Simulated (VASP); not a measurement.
A run of VASP 6.6.1:

The input INCAR:

```
PREC = Accurate
ENCUT = 500
EDIFF = 1E-7
ISMEAR = 1
SIGMA = 0.05
LREAL = F
LASPH = T
NELM = 120
ALGO = Normal
ISIF = 8
LWAVE = F
LCHARG = F
GGA = PE
IBRION = 2
NSW = 80
EDIFFG = -0.02
GGA_COMPAT = F
NELMIN = 4
```

KPOINTS

```
Automatic mesh
0
Gamma
  7 7 7
```

POSCAR

```
W
1.0
    3.1600000000      0.0000000000      0.0000000000
    0.0000000000      3.1600000000      0.0000000000
    0.0000000000      0.0000000000      3.1600000000
W
2
Direct
    0.0000000000      0.0000000000      0.0000000000
    0.5000000000      0.5000000000      0.5000000000
```

Potentials or basis: VASP PAW PBE potentials, release 64 (W_sv).

Command:

```console
$ cat potpaw_PBE.64/W_sv/POTCAR > POTCAR
$ mpirun -np 1 vasp_std > vasp.out
```

Hardware: 1 thread of Intel(R) Xeon(R) Platinum 8559C (Emerald Rapids), on a shared host.

Question: How long does it take, and how much memory?

Answer: Run time: 17 s on 1 thread of Intel(R) Xeon(R) Platinum 8559C (Emerald Rapids), with other jobs on the host, peak memory 0.14 GiB. Counts: scf iterations 40, k points 20, ion steps 4.
